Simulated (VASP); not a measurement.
# Cd (Im-3m) in VASP: notebook, part 2 of 2

VASP 6.6.1. The steps go on from the part before.

## (3) Single point, PBE

This run uses another cell than the first one, of 23.36 Å³/atom, 1.082 times its volume.

Input file INCAR:

```
PREC     = Accurate       # precision mode
ENCUT    = 520            # plane-wave cutoff, eV
EDIFF    = 1E-6           # SCF threshold, eV
ISMEAR   = -1             # smearing method
SIGMA    = 0.1            # smearing width, eV
LREAL    = F              # projectors in reciprocal space
LASPH    = T              # aspherical terms in the spheres
NELM     = 100            # most SCF steps
ALGO     = Normal         # electronic algorithm
ISIF     = 2              # what is computed and relaxed
LWAVE    = F              # write WAVECAR
LCHARG   = F              # write CHGCAR
GGA      = PE             # functional
NBANDS   = 12             # bands
```

Input file KPOINTS:

```
Automatic mesh
0
Gamma
  20 20 20
```

Input file POSCAR:

```
Cd
1.0
   -1.8007863773      1.8007863773      1.8007863773
    1.8007863773     -1.8007863773      1.8007863773
    1.8007863773      1.8007863773     -1.8007863773
Cd
1
Direct
    0.0000000000      0.0000000000      0.0000000000
```

Potentials or basis: VASP PAW PBE potentials, release 64 (Cd).

The run is started by

```bash
$ cat potpaw_PBE.64/Cd/POTCAR > POTCAR
$ mpirun -np 1 vasp_std > vasp.out
```

OUTCAR:

```text
PREC = Accurate
   ENCUT = 520
   EDIFF = 1E-6
   ISMEAR = -1
   LREAL = F
   LASPH = T
   NELM = 100
   ISIF = 2
   GGA = PE

 ion  position               nearest neighbor table
   1  0.000  0.000  0.000-

  LATTYP: Found a body centered cubic cell.
 ALAT       =     3.6015727546

  Lattice vectors:

 A1 = (  -1.8007863773,   1.8007863773,   1.8007863773)
 A2 = (   1.8007863773,  -1.8007863773,   1.8007863773)
 A3 = (   1.8007863773,   1.8007863773,  -1.8007863773)

Analysis of symmetry for initial positions (statically):
=====================================================================
 Subroutine PRICEL returns:
 Original cell was already a primitive cell.

 Routine SETGRP: Setting up the symmetry group for a
 body centered cubic supercell.

 Subroutine GETGRP returns: Found 48 space group operations
 (whereof 48 operations were pure point group operations)
 out of a pool of 48 trial point group operations.

The static configuration has the point symmetry O_h .

Analysis of symmetry for dynamics (positions and initial velocities):
=====================================================================
 Subroutine PRICEL returns:
 Original cell was already a primitive cell.

 Routine SETGRP: Setting up the symmetry group for a
 body centered cubic supercell.

 Subroutine GETGRP returns: Found 48 space group operations
 (whereof 48 operations were pure point group operations)
 out of a pool of 48 trial point group operations.

The dynamic configuration has the point symmetry O_h .

 Subroutine INISYM returns: Found 48 space group operations
 (whereof 48 operations are pure point group operations),
 and found     1 'primitive' translations

----------------------------------------------------------------------------------------

                                     Primitive cell

  volume of cell :      23.3586

  direct lattice vectors                    reciprocal lattice vectors
[... 106 lines left out ...]
  volume/ion in A,a.u.               =      23.36       157.63
  Fermi-wavevector in a.u.,A,eV,Ry     =   1.311152  2.477718 23.390043  1.719120
  Thomas-Fermi vector in A             =   2.441633
   LORBIT       =      0    0 simple, 1 ext, 2 COOP (PROOUT), +10 PAW based schemes
   GGA     = PE    functional components
[... 5 lines left out ...]
 non-spin polarized calculation
  energy-cutoff  :      520.00
  volume of cell :       23.36
 maximum number of plane-waves:       664
   NGX = 11   NGY = 11   NGZ = 11

 number of electron      12.0000007 magnetization

 Free energy of the ion-electron system (eV)
  ---------------------------------------------------
  ext. energy  EPLUGINS =         0.00000000
  ---------------------------------------------------
  free energy    TOTEN  =        -0.69744113 eV

  energy without entropy =       -0.68502199  energy(sigma->0) =       -0.69123156

 E-fermi :   2.4180     XC(G=0): -10.6325

 val. band max:        2.3839331155   @ k =  -0.4000  -0.4500   0.0500
 cond. band min:       2.4455886157   @ k =   0.4500   0.0000   0.0000
 fundamental gap:      0.0616555002
 Fermi energy:         2.4180436828

 k-point     1 :       0.0000    0.0000    0.0000
  band No.  band energies     occupation
      1      -6.6691      2.00000
      2      -6.6691      2.00000
      3      -6.6691      2.00000
      4      -6.1024      2.00000
      5      -6.1024      2.00000
      6      -5.9262      2.00000
      7      17.6429      0.00000
      8      17.6429      0.00000
      9      17.6429      0.00000
     10      17.8955      0.00000
     11      17.8955      0.00000
     12      17.8955      0.00000
[... 331 lines left out ...]
 k-point    24 :       0.2500    0.1000    0.0000
  band No.  band energies     occupation
      1      -6.8503      2.00000
      2      -6.7800      2.00000
      3      -6.1969      2.00000
      4      -6.1539      2.00000
      5      -6.0651      2.00000
      6      -3.1954      2.00000
      7       7.4029      0.00000
      8      10.9607      0.00000
      9      12.9605      0.00000
     10      16.6405      0.00000
     11      18.5118      0.00000
     12      19.4830      0.00000

 [... further k-points ...]

------------------------ aborting loop because EDIFF is reached ----------------------------------------

  FORCE on cell =-STRESS in cart. coord.  units (eV):
  Direction    XX          YY          ZZ          XY          YZ          ZX
  --------------------------------------------------------------------------------------
  -------------------------------------------------------------------------------------
  Total        0.0422747      0.0422747      0.0422747      0.0000000      0.0000000      0.0000000
  in kB        2.8996459      2.8996459      2.8996459      0.0000000      0.0000000      0.0000000
  external PRESSURE =       2.8996459 kB  Pullay stress =       0.0000000 kB

 VOLUME and BASIS-vectors are now :
 -----------------------------------------------------------------------------
  energy-cutoff  :      520.00
  volume of cell :       23.36
      direct lattice vectors                 reciprocal lattice vectors
    -1.800786377  1.800786377  1.800786377     0.000000000  0.277656476  0.277656476
     1.800786377 -1.800786377  1.800786377     0.277656476  0.000000000  0.277656476
     1.800786377  1.800786377 -1.800786377     0.277656476  0.277656476  0.000000000

 POSITION                                       TOTAL-FORCE (eV/Angst)
 -----------------------------------------------------------------------------------
      0.00000      0.00000      0.00000        -0.000000      0.000000      0.000000
 -----------------------------------------------------------------------------------
    total drift:                               -0.000000     -0.000000      0.000000

  FREE ENERGIE OF THE ION-ELECTRON SYSTEM (eV)
  ---------------------------------------------------
  free  energy   TOTEN  =        -0.6974411319 eV

  energy  without entropy=       -0.6850219871  energy(sigma->0) =       -0.69123156
```

stdout:

```text
POSCAR found type information on POSCAR Cd
 POSCAR found :  1 types and       1 ions
 scaLAPACK will be used
 LDA part: xc-table for (Slater+PW92), standard interpolation
 POSCAR, INCAR and KPOINTS ok, starting setup
 FFT: planning ... GRIDC
 FFT: planning ... GRID_SOFT
 FFT: planning ... GRID
 WAVECAR not read
 entering main loop
```

It took 86 s on 1 thread of AMD EPYC 7R13, shared host; peak memory 0.16 GiB.

Results:

| Item | Value |
| --- | --- |
| Free energy | -0.6974 eV |
| Pressure | 0.3 GPa |
| Band gap on the k mesh | zero (band 6 reaches 5.81 eV, above the bottom of band 7 at 1.41 eV) |

Levels at points of the mesh, in eV from the Fermi level:
```
           k point  band 2  band 3  band 4  band 5  band 6  band 7  band 8  band 9  band 10  band 11
(0.00, 0.00, 0.00)   -9.09   -9.09   -8.52   -8.52   -8.34   15.22   15.22   15.22    15.48    15.48
(0.50, 0.00, 0.00)   -9.37   -8.55   -8.50   -8.14   -1.87   -1.01    9.00    9.79    13.19    13.68
(0.50, 0.50, 0.50)   -9.51   -8.23   -8.23   -8.23    3.39    3.39    3.39    5.23     7.79     7.79
```

## (4) Single point, PBE, non-collinear spin, zero start, spin-orbit coupling

This run uses another cell than the first one, of 23.36 Å³/atom, 1.082 times its volume.

Input file INCAR:

```
PREC = Accurate
ENCUT = 520
EDIFF = 1E-6
ISMEAR = -1
SIGMA = 0.1
LREAL = False
LASPH = True
NELM = 150
ALGO = Normal
ISIF = 2
LWAVE = False
LCHARG = False
MAGMOM = 0 0 0
LORBIT = 11
LSORBIT = True
GGA_COMPAT = False
LORBMOM = True
GGA = PE
NBANDS = 23
```

Input file KPOINTS:

```
Automatic mesh
0
Gamma
  12 12 12
```

POSCAR is that of step 3.

The run is started by

```bash
$ cat potpaw_PBE.64/Cd/POTCAR > POTCAR
$ mpirun -np 1 vasp_ncl > vasp.out
```

Run time: 2.2 min. Hardware: 1 thread of AMD EPYC 7R13, shared host; peak memory 0.2 GiB.

It converged, with:

* Free energy: -0.7218 eV
* Pressure: 0.3 GPa
* Net moment: 0.00 μB per cell
* Valence electrons inside the program's atomic spheres: Cd 10.29

Moments on the atoms (μB; x, y, z):
```
Cd  0.00 0.00 0.00
```

## (5) Single point, HSE06

This run uses another cell than the first one, of 23.36 Å³/atom, 1.082 times its volume.

Input file POSCAR:

```
Cd
1.0
   -1.8007863809      1.8007863809      1.8007863809
    1.8007863809     -1.8007863809      1.8007863809
    1.8007863809      1.8007863809     -1.8007863809
Cd
1
Direct
    0.0000000000      0.0000000000      0.0000000000
```

Input file INCAR.step1:

```
SYSTEM = Cd
ALGO = Normal ; EDIFF = 1E-5
ENCUT = 520 ; GGA = PE
ISIF = 2 ; ISMEAR = -1
LASPH = .True. ; LREAL = .False.
LWAVE = .True. ; NBANDS = 12
NELM = 80 ; PREC = Accurate
SIGMA = 0.1
```

Input file INCAR.step2:

```
SYSTEM = Cd
ALGO = Normal ; EDIFF = 1E-7
ENCUT = 520 ; GGA = PE
HFSCREEN = 0.2079 ; ISIF = 2
ISMEAR = -1 ; ISTART = 1
LASPH = .True. ; LCHARG = .True.
LELF = .True. ; LHFCALC = .True.
LREAL = .False. ; LVHAR = .True.
LWAVE = .False. ; NBANDS = 12
NELM = 80 ; PREC = Accurate
PRECFOCK = Normal ; SIGMA = 0.1
```

Input file KPOINTS:

```
k-points
0
Gamma
  6 6 6
  0 0 0
```

The run is started by

```bash
$ cat potpaw_PBE.64/Cd/POTCAR > POTCAR
$ cp INCAR.step1 INCAR
$ mpirun -np 1 vasp_std > vasp.out
$ cp INCAR.step2 INCAR
$ mpirun -np 1 vasp_std > vasp.out
```

It took 13 min on 1 thread of Oxide Virtual Turin-like, shared host; peak memory 0.21 GiB.

The run converged. Its results:

```
Free energy            : -0.8415 eV
Pressure               : -0.6 GPa
Band gap on the k mesh : zero (band 6 reaches 6.21 eV, above the bottom of band 7 at 1.34 eV)
```

Levels at points of the mesh, in eV from the Fermi level:
```tsv
k point	band 2	band 3	band 4	band 5	band 6	band 7	band 8	band 9	band 10	band 11
(0.00, 0.00, 0.00)	-10.96	-10.96	-10.38	-10.38	-9.60	15.83	15.83	15.83	16.57	16.57
(0.50, 0.00, 0.00)	-11.25	-10.40	-10.36	-9.97	-2.29	-1.18	9.73	10.39	13.79	14.44
(0.50, 0.50, 0.50)	-11.39	-10.06	-10.06	-10.06	3.69	3.69	3.69	6.02	8.07	8.07
```

Caveat: the k points lie up to 0.41 Å⁻¹ apart; the PAW data sets were made with another functional, which shifts forces and pressure a little.

## (6) Overview

```csv
task,level,spin,cell,k mesh,cutoff (eV),grid for exact exchange (PRECFOCK),screening parameter,gap on the mesh (eV),pressure (GPa)
relaxation of cell and atoms,PBE,off,"relaxed from a = 3.038 Å, angles 109.5°, 1 atom",13 × 13 × 13,600,-,-,none,0.0
single point,PBE,off,"a = 3.119 Å, angles 109.5°, 1 atom",20 × 20 × 20,520,-,-,none,0.3
single point,PBE,"non-collinear, zero start, SOC","a = 3.119 Å, angles 109.5°, 1 atom",12 × 12 × 12,520,-,-,-,0.3
single point,HSE06,off,"a = 3.119 Å, angles 109.5°, 1 atom",6 × 6 × 6,520,Normal,0.2079 1/Å,none,-0.6
```

Alike in all rows: potentials or basis VASP PAW PBE potentials, release 64 (Cd); smearing fermi-dirac 0.1 eV.

Caveats: some runs use coarse meshes; the PAW data sets were made with another functional, which shifts forces and pressure a little (some runs).

Absolute energies hang on the potentials; compare differences alone.
